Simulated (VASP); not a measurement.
# SiO2 (P6_222) in VASP: further runs

SiO2 is run at these levels: PBE; tasks: single point.

Everything below comes from runs of VASP 6.6.1. Logs are shortened: lines on timing, memory, paths and dates and some standing lists are left out, and cuts for length are marked.

### 1 The cell of the first run

The structure is hexagonal, space group P6_222 (No. 180). The conventional cell has a = 4.697 Å, b = 4.697 Å, c = 5.138 Å, α = 90.00°, β = 90.00°, γ = 120.00°. Si (site symmetry 222) has 4 O at 1.49 Å within 2.0 Å. Within 2.0 Å of O (site symmetry 2) lie 2 Si at 1.49 Å.

### 2 Single point, PBE (strain -0.080 along x and y, -0.080 along z)

Contents of INCAR:

```
SYSTEM = SiO2
ALGO     = Normal         ! electronic algorithm
EDIFF    = 1E-6           ! SCF threshold, eV
ENCUT    = 520            ! plane-wave cutoff, eV
GGA      = PE             ! functional
ISIF     = 2              ! what is computed and relaxed
ISMEAR   = 0              ! smearing method
LASPH    = .True.         ! aspherical terms in the spheres
LCHARG   = .True.         ! write CHGCAR
LELF     = .True.         ! ELF
LREAL    = .False.        ! projectors in reciprocal space
LVHAR    = .True.       
LWAVE    = .False.        ! write WAVECAR
NBANDS   = 34             ! bands
NELM     = 100            ! most SCF steps
PREC     = Accurate       ! precision mode
SIGMA    = 0.05           ! smearing width, eV
```

Contents of KPOINTS:

```
k-points
0
Gamma
  6 6 4
  0 0 0
```

Contents of POSCAR:

```
SiO2
1.0
    4.6965043738      0.0000000000      0.0000000000
   -2.3482521869      4.0672920967      0.0000000000
    0.0000000000      0.0000000000      5.1379110507
Si O
3 6
Direct
    0.5000000000      0.0000000000      0.0000000000
    0.5000000000      0.5000000000      0.3333333333
    0.0000000000      0.5000000000      0.6666666667
    0.4159266453      0.2079633227      0.1666666667
    0.2079633227      0.4159266453      0.5000000000
    0.7920366773      0.2079633227      0.8333333333
    0.5840733547      0.7920366773      0.1666666667
    0.7920366773      0.5840733547      0.5000000000
    0.2079633227      0.7920366773      0.8333333333
```

Potentials or basis: VASP PAW PBE potentials, release 64 (Si, O).

Started as:

```sh
> cat potpaw_PBE.64/Si/POTCAR potpaw_PBE.64/O/POTCAR > POTCAR
> mpirun -np 1 vasp_std > vasp.out
```

OUTCAR:

```text
SYSTEM = SiO2
   EDIFF = 1E-6
   ENCUT = 520
   GGA = PE
   ISIF = 2
   ISMEAR = 0
   LASPH = .True.
   LREAL = .False.
   NELM = 100
   PREC = Accurate

 ion  position               nearest neighbor table
   1  0.500  0.000  0.000-   6 1.49   9 1.49   7 1.49   4 1.49   2 2.91   3 2.91   2 2.91   3 2.91

   2  0.500  0.500  0.333-   4 1.49   7 1.49   5 1.49   8 1.49   1 2.91   1 2.91   3 2.91   3 2.91

   3  0.000  0.500  0.667-   6 1.49   9 1.49   8 1.49   5 1.49   1 2.91   1 2.91   2 2.91   2 2.91

   4  0.416  0.208  0.167-   2 1.49   1 1.49
   5  0.208  0.416  0.500-   2 1.49   3 1.49
   6  0.792  0.208  0.833-   3 1.49   1 1.49
   7  0.584  0.792  0.167-   2 1.49   1 1.49
   8  0.792  0.584  0.500-   2 1.49   3 1.49
   9  0.208  0.792  0.833-   3 1.49   1 1.49

  LATTYP: Found a hexagonal cell.
 ALAT       =     4.6965043738
 C/A-ratio  =     1.0939862165

  Lattice vectors:

 A1 = (   4.6965043738,   0.0000000000,   0.0000000000)
 A2 = (  -2.3482521869,   4.0672920967,   0.0000000000)
 A3 = (   0.0000000000,   0.0000000000,   5.1379110507)

Analysis of symmetry for initial positions (statically):
=====================================================================
 Subroutine PRICEL returns:
 Original cell was already a primitive cell.

 Routine SETGRP: Setting up the symmetry group for a
 hexagonal supercell.

 Subroutine GETGRP returns: Found 12 space group operations
 (whereof  4 operations were pure point group operations)
 out of a pool of 24 trial point group operations.

The static configuration has the point symmetry D_2 .
 The point group associated with its full space group is D_6 .

Analysis of symmetry for dynamics (positions and initial velocities):
=====================================================================
 Subroutine PRICEL returns:
 Original cell was already a primitive cell.

 Routine SETGRP: Setting up the symmetry group for a
 hexagonal supercell.

 Subroutine GETGRP returns: Found 12 space group operations
 (whereof  4 operations were pure point group operations)
 out of a pool of 24 trial point group operations.

The dynamic configuration has the point symmetry D_2 .
 The point group associated with its full space group is D_6 .

 Subroutine INISYM returns: Found 12 space group operations
 (whereof  4 operations are pure point group operations),
 and found     1 'primitive' translations

----------------------------------------------------------------------------------------

                                     Primitive cell

  volume of cell :      98.1447

  direct lattice vectors                    reciprocal lattice vectors
     4.696504374  0.000000000  0.000000000     0.212924320  0.122931913  0.000000000
    -2.348252187  4.067292097  0.000000000     0.000000000  0.245863827  0.000000000
     0.000000000  0.000000000  5.137911051     0.000000000  0.000000000  0.194631629

  length of vectors
     4.696504374  4.696504374  5.137911051     0.245863827  0.245863827  0.194631629

  position of ions in fractional coordinates (direct lattice)
     0.500000000  0.000000000  0.000000000
     0.500000000  0.500000000  0.333333333
     0.000000000  0.500000000  0.666666667
     0.415926645  0.207963323  0.166666667
     0.207963323  0.415926645  0.500000000
     0.792036677  0.207963323  0.833333333
     0.584073355  0.792036677  0.166666667
     0.792036677  0.584073355  0.500000000
     0.207963323  0.792036677  0.833333333

  ion indices of the primitive-cell ions
   primitive index   ion index
                 1           1
                 2           2
                 3           3
                 4           4
                 5           5
                 6           6
                 7           7
                 8           8
                 9           9

----------------------------------------------------------------------------------------

 KPOINTS: k-points

Automatic generation of k-mesh.
 Grid dimensions read from file:
 generate k-points for:    6    6    4

 Generating k-lattice:

  Cartesian coordinates                     Fractional coordinates (reciprocal lattice)
     0.035487387  0.020488652  0.000000000     0.166666667  0.000000000  0.000000000
     0.000000000  0.040977304  0.000000000     0.000000000  0.166666667  0.000000000
     0.000000000  0.000000000  0.048657907     0.000000000  0.000000000  0.250000000

  Length of vectors
     0.040977304  0.040977304  0.048657907

  Shift w.r.t. Gamma in fractional coordinates (k-lattice)
     0.000000000  0.000000000  0.000000000

 Subroutine IBZKPT returns following result:
 ===========================================

 Found     21 irreducible k-points:

 Following reciprocal coordinates:
            Coordinates               Weight
  0.000000  0.000000  0.000000      1.000000
  0.166667  0.000000  0.000000      6.000000
  0.333333  0.000000  0.000000      6.000000
  0.500000 -0.000000  0.000000      3.000000
  0.166667  0.166667  0.000000      6.000000
  0.333333  0.166667  0.000000     12.000000
[... 13 lines left out ...]
  0.333333  0.166667  0.500000     12.000000
  0.333333  0.333333  0.500000      2.000000
   k-points           NKPTS =     21   k-points in BZ     NKDIM =     21   number of bands    NBANDS=     34
   number of dos      NEDOS =    301   number of ions     NIONS =      9
   total plane-waves  NPLWV =  51840
   dimension x,y,z NGX =    36 NGY =   36 NGZ =   40
   dimension x,y,z NGXF=    72 NGYF=   72 NGZF=   80
   ions per type =               3   6
   NGX,Y,Z   is equivalent  to a cutoff of  12.74, 12.74, 12.94 a.u.
   NGXF,Y,Z  is equivalent  to a cutoff of  25.49, 25.49, 25.89 a.u.
 SYSTEM =  SiO2
   PREC   = accura    normal or accurate (medium, high low for compatibility)
   ISTART =      0    job   : 0-new  1-cont  2-samecut
   ICHARG =      2    charge: 1-file 2-atom 10-const
   ISPIN  =      1    spin polarized calculation?
   LNONCOLLINEAR =      F non collinear calculations
   LSORBIT =      F    spin-orbit coupling
   LASPH  =      T    aspherical Exc in radial PAW
   ENCUT  =  520.0 eV  38.22 Ry    6.18 a.u.   8.73  8.73  9.55*2*pi/ulx,y,z
   NELM   =    100;   NELMIN=  2; NELMDL= -5     # of ELM steps
   EDIFF  = 0.1E-05   stopping-criterion for ELM
   LREAL  =      F    real-space projection
   EDIFFG = 0.1E-04   stopping-criterion for IOM
   NSW    =      0    number of steps for IOM
   IBRION =     -1    ionic relax: 0-MD 1-quasi-New 2-CG
   NFREE  =      0    steps in history (QN), initial steepest desc. (CG)
   ISIF   =      2    stress and relaxation
   ISYM   =      2    0-nonsym 1-usesym 2-fastsym
   POTIM  = 0.5000    time-step for ionic-motion
   TEBEG  =    0.0;   TEEND  =   0.0 temperature during run
   PSTRESS=    0.0 pullay stress
   NELECT =      48.0000    total number of electrons
   NUPDOWN=      -1.0000    fix difference up-down
   EMIN   =  10.00;   EMAX   =-10.00  energy-range for DOS
   EFERMI =   0.00;   METHOD = LEGACY
   ISMEAR =     0;   SIGMA  =   0.05  broadening in eV -4-tet -1-fermi 0-gaus
   EFERMI_NEDOS =   21; number of points for ismear=-14 and -15
   IALGO  =     38    algorithm
   IMIX   =      4    mixing-type and parameters
     AMIX     =   0.40;   BMIX     =  1.00
     AMIX_MAG =   1.60;   BMIX_MAG =  1.00
  volume/ion in A,a.u.               =      10.90        73.59
  Fermi-wavevector in a.u.,A,eV,Ry     =   1.289832  2.437428 22.635545  1.663666
  Thomas-Fermi vector in A             =   2.421700
   LORBIT       =      0    0 simple, 1 ext, 2 COOP (PROOUT), +10 PAW based schemes
   GGA     = PE    functional components
   LHFCALC =     F    Hartree Fock is set to
   AEXX    =    0.0000 exact exchange contribution
   IVDW    =     0    specifies the selected vdW correction
   LEPSILON=     F    determine dielectric tensor
   LRPA    =     F    only Hartree local field effects (RPA)
 non-spin polarized calculation
 Gauss-broadening in eV      SIGMA  =   0.05
  energy-cutoff  :      520.00
  volume of cell :       98.14
 maximum number of plane-waves:      2679
 NGX is ok and might be reduce to    36
   NGX = 17   NGY = 17   NGZ = 19

 number of electron      47.9999972 magnetization

 Free energy of the ion-electron system (eV)
  ---------------------------------------------------
  ext. energy  EPLUGINS =         0.00000000
  ---------------------------------------------------
  free energy    TOTEN  =       -65.99746167 eV

  energy without entropy =      -65.99746167  energy(sigma->0) =      -65.99746167

 E-fermi :   2.5765     XC(G=0):  -9.6764

 val. band max:        2.3315563526   @ k =   0.5000  -0.0000   0.0000
 cond. band min:       8.8863491551   @ k =   0.0000   0.0000   0.0000
 fundamental gap:      6.5547928025
 Fermi energy:         2.5764595123

 k-point     1 :       0.0000    0.0000    0.0000
  band No.  band energies     occupation
      1     -18.3855      2.00000
      2     -16.4638      2.00000
      3     -16.4638      2.00000
      4     -15.6738      2.00000
      5     -15.5857      2.00000
      6     -15.5857      2.00000
[... 26 lines left out ...]
     33      17.2279      0.00000
     34      17.4597      0.00000

 k-point     2 :       0.1667    0.0000    0.0000
  band No.  band energies     occupation
      1     -18.2887      2.00000
      2     -16.5996      2.00000
      3     -16.4540      2.00000
      4     -15.6719      2.00000
      5     -15.6057      2.00000
      6     -15.5985      2.00000
[... 26 lines left out ...]
     33      16.8492      0.00000
     34      17.4582      0.00000
[... 664 lines left out ...]
     33      15.1811      0.00000
     34      15.4823      0.00000

 k-point    21 :       0.3333    0.3333    0.5000
  band No.  band energies     occupation
      1     -17.6990      2.00000
      2     -16.8876      2.00000
      3     -16.8876      2.00000
      4     -15.7015      2.00000
      5     -15.6449      2.00000
      6     -15.6449      2.00000
[... 26 lines left out ...]
     33      15.0411      0.00000
     34      15.2932      0.00000

------------------------ aborting loop because EDIFF is reached ----------------------------------------

  FORCE on cell =-STRESS in cart. coord.  units (eV):
  Direction    XX          YY          ZZ          XY          YZ          ZX
  --------------------------------------------------------------------------------------
  -------------------------------------------------------------------------------------
  Total       43.7397905     43.7397905     43.9053297     -0.0000000      0.0000000      0.0000000
  in kB      714.0368168    714.0368168    716.7391870     -0.0000000      0.0000000      0.0000000
  external PRESSURE =     714.9376069 kB  Pullay stress =       0.0000000 kB

 VOLUME and BASIS-vectors are now :
 -----------------------------------------------------------------------------
  energy-cutoff  :      520.00
  volume of cell :       98.14
      direct lattice vectors                 reciprocal lattice vectors
     4.696504374  0.000000000  0.000000000     0.212924320  0.122931913  0.000000000
    -2.348252187  4.067292097  0.000000000     0.000000000  0.245863827  0.000000000
     0.000000000  0.000000000  5.137911051     0.000000000  0.000000000  0.194631629

 POSITION                                       TOTAL-FORCE (eV/Angst)
 -----------------------------------------------------------------------------------
      2.34825      0.00000      0.00000        -0.000000     -0.000000     -0.000000
      1.17413      2.03365      1.71264        -0.000000     -0.000000     -0.000000
     -1.17413      2.03365      3.42527        -0.000000     -0.000000     -0.000000
      1.46505      0.84585      0.85632        -2.299105     -1.327389     -0.000000
      0.00000      1.69170      2.56896        -0.000000     -2.654777     -0.000000
      3.23145      0.84585      4.28159         2.299105     -1.327389      0.000000
      0.88320      3.22144      0.85632         2.299105      1.327389      0.000000
      2.34825      2.37560      2.56896        -0.000000      2.654777     -0.000000
     -0.88320      3.22144      4.28159        -2.299105      1.327389      0.000000
 -----------------------------------------------------------------------------------
    total drift:                                0.000000     -0.000000      0.000001

  FREE ENERGIE OF THE ION-ELECTRON SYSTEM (eV)
  ---------------------------------------------------
  free  energy   TOTEN  =       -65.9974616666 eV

  energy  without entropy=      -65.9974616666  energy(sigma->0) =      -65.99746167
```

Wall time 32 s (1 thread of Intel Xeon 6975P-C (Granite Rapids), shared host); peak memory 0.23 GiB.

What came out:

- Free energy: -65.9975 eV
- Pressure: 71.5 GPa
- Largest force: 2.655 eV/Å
- Band gap on the k mesh: 6.55 eV (least direct gap 6.81 eV)

Forces in eV/Å, atoms in the order of the input:
```
Si   0.000  0.000  0.000
Si   0.000  0.000  0.000
Si   0.000  0.000  0.000
O   -2.299 -1.327  0.000
O    0.000 -2.655  0.000
O    2.299 -1.327  0.000
O    2.299  1.327  0.000
O    0.000  2.655  0.000
O   -2.299  1.327  0.000
```

Caveat: the cell differs from its parent crystal (strain -0.080 along x and y, -0.080 along z); the cell stands under pressure; forces of over 1 eV/Å act on the atoms, so gaps and moduli don't describe the material at rest. A k mesh can miss the band edges.

(Continued in part 2 of 2.)
